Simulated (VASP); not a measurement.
# Al2O3 (P-3m1) in VASP: a series of runs, part 2 of 2

VASP 6.6.1.

### Step 4. Single point, PBEsol (strain -0.040 along x and y, -0.040 along z)

The input, INCAR:

```
SYSTEM = Al2O3
ALGO = Normal
EDIFF = 1E-6
ENCUT = 520
GGA = PS
ISIF = 2
ISMEAR = 0
LASPH = .TRUE.
LCHARG = .FALSE.
LREAL = .FALSE.
LWAVE = .FALSE.
NBANDS = 20
NELM = 60
PREC = Accurate
SIGMA = 0.05
```

The input, KPOINTS:

```
k-points
0
G
  12 12 4
  0 0 0
```

The input, POSCAR:

```
Al2O3
1.0
    2.8967832423      0.0000000000      0.0000000000
   -1.4483916211      2.5086878770      0.0000000000
    0.0000000000      0.0000000000      7.2716505621
Al O
2 3
Direct
    0.0000000000      0.0000000000      0.2779510000
    0.0000000000      0.0000000000      0.7220490000
    0.3333333333      0.6666666667      0.1994540000
    0.6666666667      0.3333333333      0.8005460000
    0.0000000000      0.0000000000      0.5000000000
```

Potentials or basis: VASP PAW PBE potentials, release 64 (Al, O).

Run with:

```sh
cat potpaw_PBE.64/Al/POTCAR potpaw_PBE.64/O/POTCAR > POTCAR
mpirun -np 1 vasp_std > vasp.out
```

OUTCAR:

```text
SYSTEM = Al2O3
   EDIFF = 1E-6
   ENCUT = 520
   GGA = PS
   ISIF = 2
   ISMEAR = 0
   LASPH = .TRUE.
   LREAL = .FALSE.
   NELM = 60
   PREC = Accurate

 ion  position               nearest neighbor table
   1  0.000  0.000  0.278-   5 1.61   3 1.77   3 1.77   3 1.77   2 3.23
   2  0.000  0.000  0.722-   5 1.61   4 1.77   4 1.77   4 1.77   1 3.23
   3  0.333  0.667  0.199-   1 1.77   1 1.77   1 1.77
   4  0.667  0.333  0.801-   2 1.77   2 1.77   2 1.77
   5  0.000  0.000  0.500-   1 1.61   2 1.61

  LATTYP: Found a hexagonal cell.
 ALAT       =     2.8967832423
 C/A-ratio  =     2.5102501478

  Lattice vectors:

 A1 = (   2.8967832423,   0.0000000000,   0.0000000000)
 A2 = (  -1.4483916211,   2.5086878770,   0.0000000000)
 A3 = (   0.0000000000,   0.0000000000,   7.2716505621)

Analysis of symmetry for initial positions (statically):
=====================================================================
 Subroutine PRICEL returns:
 Original cell was already a primitive cell.

 Routine SETGRP: Setting up the symmetry group for a
 hexagonal supercell.

 Subroutine GETGRP returns: Found 12 space group operations
 (whereof 12 operations were pure point group operations)
 out of a pool of 24 trial point group operations.

The static configuration has the point symmetry D_3d.

Analysis of symmetry for dynamics (positions and initial velocities):
=====================================================================
 Subroutine PRICEL returns:
 Original cell was already a primitive cell.

 Routine SETGRP: Setting up the symmetry group for a
 hexagonal supercell.

 Subroutine GETGRP returns: Found 12 space group operations
 (whereof 12 operations were pure point group operations)
 out of a pool of 24 trial point group operations.

The dynamic configuration has the point symmetry D_3d.

 Subroutine INISYM returns: Found 12 space group operations
 (whereof 12 operations are pure point group operations),
 and found     1 'primitive' translations

----------------------------------------------------------------------------------------

                                     Primitive cell

  volume of cell :      52.8440

  direct lattice vectors                    reciprocal lattice vectors
     2.896783242  0.000000000  0.000000000     0.345210503  0.199307377  0.000000000
    -1.448391621  2.508687877  0.000000000     0.000000000  0.398614754  0.000000000
     0.000000000  0.000000000  7.271650562     0.000000000  0.000000000  0.137520360

  length of vectors
     2.896783242  2.896783242  7.271650562     0.398614754  0.398614754  0.137520360

  position of ions in fractional coordinates (direct lattice)
     0.000000000  0.000000000  0.277951000
     0.000000000  0.000000000  0.722049000
     0.333333333  0.666666667  0.199454000
     0.666666667  0.333333333  0.800546000
     0.000000000  0.000000000  0.500000000

  ion indices of the primitive-cell ions
   primitive index   ion index
                 1           1
                 2           2
                 3           3
                 4           4
                 5           5

----------------------------------------------------------------------------------------

 KPOINTS: k-points

Automatic generation of k-mesh.
 Grid dimensions read from file:
 generate k-points for:   12   12    4

 Generating k-lattice:

  Cartesian coordinates                     Fractional coordinates (reciprocal lattice)
     0.028767542  0.016608948  0.000000000     0.083333333  0.000000000  0.000000000
     0.000000000  0.033217896  0.000000000     0.000000000  0.083333333  0.000000000
     0.000000000  0.000000000  0.034380090     0.000000000  0.000000000  0.250000000

  Length of vectors
     0.033217896  0.033217896  0.034380090

  Shift w.r.t. Gamma in fractional coordinates (k-lattice)
     0.000000000  0.000000000  0.000000000

 Subroutine IBZKPT returns following result:
 ===========================================

 Found     69 irreducible k-points:

 Following reciprocal coordinates:
            Coordinates               Weight
  0.000000  0.000000  0.000000      1.000000
  0.083333 -0.000000  0.000000      6.000000
  0.166667  0.000000  0.000000      6.000000
  0.250000 -0.000000  0.000000      6.000000
  0.333333 -0.000000  0.000000      6.000000
  0.416667 -0.000000  0.000000      6.000000
[... 16 lines left out ...]
  0.166667  0.000000  0.250000      6.000000
  0.000000  0.166667  0.250000      6.000000
 [... further k-points ...]
   k-points           NKPTS =     69   k-points in BZ     NKDIM =     69   number of bands    NBANDS=     20
   number of dos      NEDOS =    301   number of ions     NIONS =      5
   total plane-waves  NPLWV =  31104
   dimension x,y,z NGX =    24 NGY =   24 NGZ =   54
   dimension x,y,z NGXF=    48 NGYF=   48 NGZF=  108
   ions per type =               2   3
   NGX,Y,Z   is equivalent  to a cutoff of  13.77, 13.77, 12.35 a.u.
   NGXF,Y,Z  is equivalent  to a cutoff of  27.55, 27.55, 24.69 a.u.
 SYSTEM =  Al2O3
   PREC   = accura    normal or accurate (medium, high low for compatibility)
   ISTART =      0    job   : 0-new  1-cont  2-samecut
   ICHARG =      2    charge: 1-file 2-atom 10-const
   ISPIN  =      1    spin polarized calculation?
   LNONCOLLINEAR =      F non collinear calculations
   LSORBIT =      F    spin-orbit coupling
   LASPH  =      T    aspherical Exc in radial PAW
   ENCUT  =  520.0 eV  38.22 Ry    6.18 a.u.   5.39  5.39 13.52*2*pi/ulx,y,z
   NELM   =     60;   NELMIN=  2; NELMDL= -5     # of ELM steps
   EDIFF  = 0.1E-05   stopping-criterion for ELM
   LREAL  =      F    real-space projection
   EDIFFG = 0.1E-04   stopping-criterion for IOM
   NSW    =      0    number of steps for IOM
   IBRION =     -1    ionic relax: 0-MD 1-quasi-New 2-CG
   NFREE  =      0    steps in history (QN), initial steepest desc. (CG)
   ISIF   =      2    stress and relaxation
   ISYM   =      2    0-nonsym 1-usesym 2-fastsym
   POTIM  = 0.5000    time-step for ionic-motion
   TEBEG  =    0.0;   TEEND  =   0.0 temperature during run
   PSTRESS=    0.0 pullay stress
   NELECT =      24.0000    total number of electrons
   NUPDOWN=      -1.0000    fix difference up-down
   EMIN   =  10.00;   EMAX   =-10.00  energy-range for DOS
   EFERMI =   0.00;   METHOD = LEGACY
   ISMEAR =     0;   SIGMA  =   0.05  broadening in eV -4-tet -1-fermi 0-gaus
   EFERMI_NEDOS =   21; number of points for ismear=-14 and -15
   IALGO  =     38    algorithm
   IMIX   =      4    mixing-type and parameters
     AMIX     =   0.40;   BMIX     =  1.00
     AMIX_MAG =   1.60;   BMIX_MAG =  1.00
  volume/ion in A,a.u.               =      10.57        71.32
  Fermi-wavevector in a.u.,A,eV,Ry     =   1.258385  2.378002 21.545255  1.583532
  Thomas-Fermi vector in A             =   2.391997
   LORBIT       =      0    0 simple, 1 ext, 2 COOP (PROOUT), +10 PAW based schemes
   GGA     = PS    functional components
   LHFCALC =     F    Hartree Fock is set to
   AEXX    =    0.0000 exact exchange contribution
   IVDW    =     0    specifies the selected vdW correction
   LEPSILON=     F    determine dielectric tensor
   LRPA    =     F    only Hartree local field effects (RPA)
 non-spin polarized calculation
 Gauss-broadening in eV      SIGMA  =   0.05
  energy-cutoff  :      520.00
  volume of cell :       52.84
 maximum number of plane-waves:      1468
 NGX is ok and might be reduce to    24
   NGX = 11   NGY = 11   NGZ = 27

 number of electron      23.9999995 magnetization

 Free energy of the ion-electron system (eV)
  ---------------------------------------------------
  ext. energy  EPLUGINS =         0.00000000
  ---------------------------------------------------
  free energy    TOTEN  =       -37.39395489 eV

  energy without entropy =      -37.39395489  energy(sigma->0) =      -37.39395489

 E-fermi :   5.0777     XC(G=0): -10.4989

 val. band max:        4.7643652943   @ k =   0.0000   0.0000   0.0000
 cond. band min:       7.8482064624   @ k =   0.0000   0.0000   0.0000
 fundamental gap:      3.0838411681
 Fermi energy:         5.0776998819

 k-point     1 :       0.0000    0.0000    0.0000
  band No.  band energies     occupation
      1     -15.4004      2.00000
      2     -15.1288      2.00000
      3     -12.4000      2.00000
      4      -1.4130      2.00000
      5      -0.2004      2.00000
      6       0.8772      2.00000
[... 12 lines left out ...]
     19      17.8961      0.00000
[... 513 lines left out ...]
      4      -1.4364      2.00000
      5      -0.3626      2.00000
      6      -0.1110      2.00000
[... 12 lines left out ...]
     19      18.2680      0.00000
     20      18.5645      0.00000

 [... further k-points ...]
[... 5 lines left out ...]
  --------------------------------------------------------------------------------------
  -------------------------------------------------------------------------------------
  Total        6.0853318      6.0853318      8.7003728      0.0000000      0.0000000      0.0000000
  in kB      184.5012089    184.5012089    263.7866506      0.0000000      0.0000000      0.0000000
  external PRESSURE =     210.9296895 kB  Pullay stress =       0.0000000 kB

 VOLUME and BASIS-vectors are now :
 -----------------------------------------------------------------------------
  energy-cutoff  :      520.00
  volume of cell :       52.84
      direct lattice vectors                 reciprocal lattice vectors
     2.896783242  0.000000000  0.000000000     0.345210503  0.199307377  0.000000000
    -1.448391621  2.508687877  0.000000000     0.000000000  0.398614754  0.000000000
     0.000000000  0.000000000  7.271650562     0.000000000  0.000000000  0.137520360

 POSITION                                       TOTAL-FORCE (eV/Angst)
 -----------------------------------------------------------------------------------
      0.00000      0.00000      2.02116        -0.000000      0.000000     -1.243955
      0.00000      0.00000      5.25049         0.000000     -0.000000      1.243955
     -0.00000      1.67246      1.45036         0.000000      0.000000     -0.963700
      1.44839      0.83623      5.82129        -0.000000      0.000000      0.963700
      0.00000      0.00000      3.63583         0.000000      0.000000     -0.000000
 -----------------------------------------------------------------------------------
    total drift:                                0.000000      0.000000     -0.000000

  FREE ENERGIE OF THE ION-ELECTRON SYSTEM (eV)
  ---------------------------------------------------
  free  energy   TOTEN  =       -37.3939548854 eV

  energy  without entropy=      -37.3939548854  energy(sigma->0) =      -37.39395489
```

stdout:

```text
POSCAR found type information on POSCAR AlO
 POSCAR found :  2 types and       5 ions
 scaLAPACK will be used
 -----------------------------------------------------------------------------
|                                                                             |
|                                                                             |
|     You enforced a specific xc type in the INCAR file but a different       |
|     I HOPE YOU KNOW WHAT YOU ARE DOING!                                     |
|                                                                             |
 -----------------------------------------------------------------------------

 LDA part: xc-table for (Slater+PW92), standard interpolation
 POSCAR, INCAR and KPOINTS ok, starting setup
 FFT: planning ... GRIDC
 FFT: planning ... GRID_SOFT
 FFT: planning ... GRID
 WAVECAR not read
 entering main loop
```

Wall time 29 s (1 thread of Intel Xeon 6975P-C (Granite Rapids), shared host); peak memory 0.2 GiB.

What came out:

* Free energy: -37.3940 eV
* Pressure: 21.1 GPa
* Largest force: 1.244 eV/Å
* Band gap on the k mesh: 3.08 eV, direct

Forces on the atoms (eV/Å):
```
Al   0.000  0.000 -1.244
Al   0.000  0.000  1.244
O    0.000  0.000 -0.964
O    0.000  0.000  0.964
O    0.000  0.000  0.000
```

Levels at points of the mesh, in eV from the valence-band top:
```tsv
k point	band 9	band 10	band 11	band 12	band 13	band 14	band 15	band 16
(0.00, 0.00, 0.00)	-3.87	-2.45	0.00	0.00	3.08	5.26	8.00	11.24
(0.50, 0.00, 0.00)	-3.76	-3.32	-1.99	-0.59	4.73	6.72	8.86	9.98
(0.00, 0.00, 0.50)	-3.86	-3.34	0.00	0.00	4.03	4.28	8.85	9.38
(0.50, 0.00, 0.50)	-3.70	-3.61	-1.88	-0.58	5.31	5.92	9.04	9.20
```

Caveat: the cell differs from its parent crystal (strain -0.040 along x and y, -0.040 along z); the PAW data sets were made with another functional, which shifts forces and pressure a little. A k mesh can miss the band edges.

### Step 5. Single point, PBEsol (strain -0.080 along x and y, +0.080 along z)

The input, INCAR:

```
SYSTEM = Al2O3
PREC = Accurate ; ENCUT = 520
EDIFF = 1E-6 ; ISMEAR = 0
SIGMA = 0.05 ; LREAL = .False.
LASPH = .True. ; NELM = 100
ALGO = Normal ; ISIF = 2
LWAVE = .False. ; LCHARG = .True.
GGA = PS ; LELF = .True.
LVHAR = .True. ; NBANDS = 20
```

The input, KPOINTS:

```
regular mesh
0
Gamma
  12 12 4
  0 0 0
```

POSCAR: that of step 4 with these lines changed.

```diff
@@ -2,5 +2,5 @@
 1.0
-    2.8967832423      0.0000000000      0.0000000000
-   -1.4483916211      2.5086878770      0.0000000000
-    0.0000000000      0.0000000000      7.2716505621
+    2.7760839405      0.0000000000      0.0000000000
+   -1.3880419702      2.4041592155      0.0000000000
+    0.0000000000      0.0000000000      8.1806068824
 Al O
```

Potentials or basis: VASP PAW PBE potentials, release 64 (Al, O).

Run with:

```sh
cat potpaw_PBE.64/Al/POTCAR potpaw_PBE.64/O/POTCAR > POTCAR
mpirun -np 1 vasp_std > vasp.out
```

OUTCAR:

```text
SYSTEM = Al2O3
   PREC = Accurate
   ENCUT = 520
   EDIFF = 1E-6
   ISMEAR = 0
   LREAL = .False.
   LASPH = .True.
   NELM = 100
   ISIF = 2
   GGA = PS

 ion  position               nearest neighbor table
   1  0.000  0.000  0.278-   3 1.73   3 1.73   3 1.73   5 1.82
   2  0.000  0.000  0.722-   4 1.73   4 1.73   4 1.73   5 1.82
   3  0.333  0.667  0.199-   1 1.73   1 1.73   1 1.73
   4  0.667  0.333  0.801-   2 1.73   2 1.73   2 1.73
   5  0.000  0.000  0.500-   1 1.82   2 1.82

[... 756 lines left out ...]
  --------------------------------------------------------------------------------------
  -------------------------------------------------------------------------------------
  Total       13.5762421     13.5762421    -11.4441936      0.0000000      0.0000000     -0.0000000
  in kB      398.3903523    398.3903523   -335.8260922      0.0000000      0.0000000     -0.0000000
  external PRESSURE =     153.6515375 kB  Pullay stress =       0.0000000 kB

 VOLUME and BASIS-vectors are now :
 -----------------------------------------------------------------------------
  energy-cutoff  :      520.00
  volume of cell :       54.60
      direct lattice vectors                 reciprocal lattice vectors
     2.776083940  0.000000000  0.000000000     0.360219655  0.207972915  0.000000000
    -1.388041970  2.404159216  0.000000000     0.000000000  0.415945830  0.000000000
     0.000000000  0.000000000  8.180606882     0.000000000  0.000000000  0.122240320

 POSITION                                       TOTAL-FORCE (eV/Angst)
 -----------------------------------------------------------------------------------
      0.00000      0.00000      2.27381         0.000000     -0.000000      4.538632
      0.00000      0.00000      5.90680        -0.000000      0.000000     -4.538632
     -0.00000      1.60277      1.63165        -0.000000     -0.000000     -1.018360
      1.38804      0.80139      6.54895         0.000000      0.000000      1.018360
      0.00000      0.00000      4.09030         0.000000      0.000000      0.000000
 -----------------------------------------------------------------------------------
    total drift:                                0.000000      0.000000     -0.000000

  FREE ENERGIE OF THE ION-ELECTRON SYSTEM (eV)
  ---------------------------------------------------
  free  energy   TOTEN  =       -36.2627998893 eV

  energy  without entropy=      -36.2627998893  energy(sigma->0) =      -36.26279989
```

OSZICAR:

```text
N       E                     dE             d eps       ncg     rms          rms(c)
DAV:   1     0.102891776096E+03    0.10289E+03   -0.12743E+04  2768   0.111E+03
DAV:   2    -0.346328022590E+02   -0.13752E+03   -0.13254E+03  3304   0.244E+02
DAV:   3    -0.412979820330E+02   -0.66652E+01   -0.66431E+01  3600   0.560E+01
DAV:   4    -0.413515133162E+02   -0.53531E-01   -0.53519E-01  3412   0.548E+00
DAV:   5    -0.413522162440E+02   -0.70293E-03   -0.70291E-03  3492   0.612E-01    0.133E+01
DAV:   6    -0.365031560194E+02    0.48491E+01   -0.16327E+01  3120   0.263E+01    0.534E+00
DAV:   7    -0.363648624531E+02    0.13829E+00   -0.44142E-01  3392   0.442E+00    0.263E+00
DAV:   8    -0.362722784718E+02    0.92584E-01   -0.10995E-01  3540   0.279E+00    0.820E-01
DAV:   9    -0.362608606500E+02    0.11418E-01   -0.52132E-02  3784   0.163E+00    0.303E-01
DAV:  10    -0.362626426652E+02   -0.17820E-02   -0.40847E-03  3084   0.452E-01    0.625E-02
DAV:  11    -0.362627789771E+02   -0.13631E-03   -0.59071E-04  3312   0.156E-01    0.340E-02
DAV:  12    -0.362627936469E+02   -0.14670E-04   -0.19290E-04  3392   0.996E-02    0.187E-02
DAV:  13    -0.362627991267E+02   -0.54797E-05   -0.22658E-05  3180   0.337E-02    0.767E-03
DAV:  14    -0.362627998893E+02   -0.76263E-06   -0.19060E-06  3164   0.105E-02
   1 F= -.36262800E+02 E0= -.36262800E+02  d E =-.245336E-16
```

stdout:

```text
POSCAR found type information on POSCAR AlO
 POSCAR found :  2 types and       5 ions
 scaLAPACK will be used
 -----------------------------------------------------------------------------
|                                                                             |
|                                                                             |
|     You enforced a specific xc type in the INCAR file but a different       |
|     I HOPE YOU KNOW WHAT YOU ARE DOING!                                     |
|                                                                             |
 -----------------------------------------------------------------------------

 LDA part: xc-table for (Slater+PW92), standard interpolation
 POSCAR, INCAR and KPOINTS ok, starting setup
 FFT: planning ... GRIDC
 FFT: planning ... GRID_SOFT
 FFT: planning ... GRID
 WAVECAR not read
 entering main loop
```

It took 26 s on 1 thread of Intel Xeon 6975P-C (Granite Rapids), shared host; peak memory 0.2 GiB.

Results:

| Quantity | Value |
| --- | --- |
| Free energy | -36.2628 eV |
| Pressure | 15.4 GPa |
| Largest force | 4.539 eV/Å |
| Band gap on the k mesh | 0.89 eV, direct |

Forces on the atoms (eV/Å):
```
Al   0.000  0.000  4.539
Al   0.000  0.000 -4.539
O    0.000  0.000 -1.018
O    0.000  0.000  1.018
O    0.000  0.000  0.000
```

Stress tensor (GPa, compression positive):
```
 39.84   0.00   0.00
  0.00  39.84   0.00
  0.00   0.00 -33.58
```

Levels at points of the mesh, in eV from the valence-band top:
```tsv
k point	band 10	band 11	band 12	band 13	band 14	band 15
(0.00, 0.00, 0.00)	-4.61	0.00	0.00	0.89	3.32	5.50
(0.50, 0.00, 0.00)	-4.63	-3.60	-0.76	2.33	4.08	7.11
(0.00, 0.00, 0.50)	-5.02	0.00	0.00	1.71	2.31	6.52
(0.50, 0.00, 0.50)	-4.61	-3.58	-0.76	2.60	3.71	6.54
```

Caveat: the cell differs from its parent crystal (strain -0.080 along x and y, +0.080 along z); the PAW data sets were made with another functional, which shifts forces and pressure a little. A k mesh can miss the band edges.

### Step 6. Summary

| cell | gap on the mesh (eV) | pressure (GPa) | largest force (eV/Å) |
| --- | --- | --- | --- |
| a = 2.897, b = 2.897, c = 6.969 Å, angles 90.0, 90.0, 120.0°, 5 atoms | 3.85 | 35.2 | 4.44 |
| a = 2.776, b = 2.776, c = 7.878 Å, angles 90.0, 90.0, 120.0°, 5 atoms | 1.64 | 22.5 | 3.69 |
| a = 2.897, b = 2.897, c = 7.272 Å, angles 90.0, 90.0, 120.0°, 5 atoms | 3.08 | 21.1 | 1.24 |
| a = 2.776, b = 2.776, c = 8.181 Å, angles 90.0, 90.0, 120.0°, 5 atoms | 0.89 | 15.4 | 4.54 |

Alike in all rows: task single point; level PBEsol; potentials or basis VASP PAW PBE potentials, release 64 (Al, O); no spin polarisation; k mesh 12 × 12 × 4; cutoff (eV) 520; smearing gaussian 0.05 eV.

Caveats: the PAW data sets were made with another functional, which shifts forces and pressure a little.

Absolute energies hang on the potentials; compare differences alone.
